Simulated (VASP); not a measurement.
Wanted: the native input for a VASP 6.6.1 run.

```yaml
Task: relaxation of cell and atoms
Functional: PBE
Dispersion: D3(BJ)
Potentials_or_basis: VASP PAW PBE potentials, release 64 (Cu)
Cutoff: 600 eV
k_mesh: 20 × 20 × 20
Occupations: gaussian, width 0.1 eV
Spin: no spin polarisation
Dipole_correction: no
Further_INCAR_settings: ALGO = Normal; EDIFF = 1e-06; IBRION = 2; EDIFFG = -0.005; NSW = 70; ISIF = 3
```

The structure of Cu lies in POSCAR:

```
Cu
1.0
    0.0000000000      1.8148741495      1.8148741495
    1.8148741495      0.0000000000      1.8148741495
    1.8148741495      1.8148741495      0.0000000000
Cu
1
Direct
    0.0000000000      0.0000000000      0.0000000000
```

The input as run:

INCAR

```
SYSTEM = Cu
PREC = Accurate ; ENCUT = 600
EDIFF = 1E-6 ; ISMEAR = 0
SIGMA = 0.1 ; LREAL = .FALSE.
LASPH = .TRUE. ; NELM = 80
ALGO = Normal ; ISIF = 3
LWAVE = .FALSE. ; LCHARG = .FALSE.
GGA = PE ; IVDW = 12
IBRION = 2 ; NSW = 70
EDIFFG = -0.005
```

KPOINTS

```
regular mesh
0
G
  20 20 20
  0 0 0
```

Potentials or basis: VASP PAW PBE potentials, release 64 (Cu).

The run is started by

```console
$ cat potpaw_PBE.64/Cu/POTCAR > POTCAR
$ mpirun -np 1 vasp_std > vasp.out
```

It gave:

| Item | Value |
| --- | --- |
| Relaxed volume | 11.36 Å³/atom |
| Relaxed cell | a = 2.523 Å, b = 2.523 Å, c = 2.523 Å, α = 60.00°, β = 60.00°, γ = 60.00° |
| Space group after relaxing (to 0.05 Å) | Fm-3m (No. 225) |
| Energy gained by relaxing | 14.8 meV/atom |
| Ionic steps | 5 |
| Pressure after relaxing | 0.0 GPa |
| Dispersion energy per atom | -0.607 eV |

Caveat: pairwise dispersion overbinds metals, which lowers pressure and volume.

Wall time 67 s on 1 thread of AMD EPYC 9R14 (Zen 4), on a shared host, peak memory 0.16 GiB.
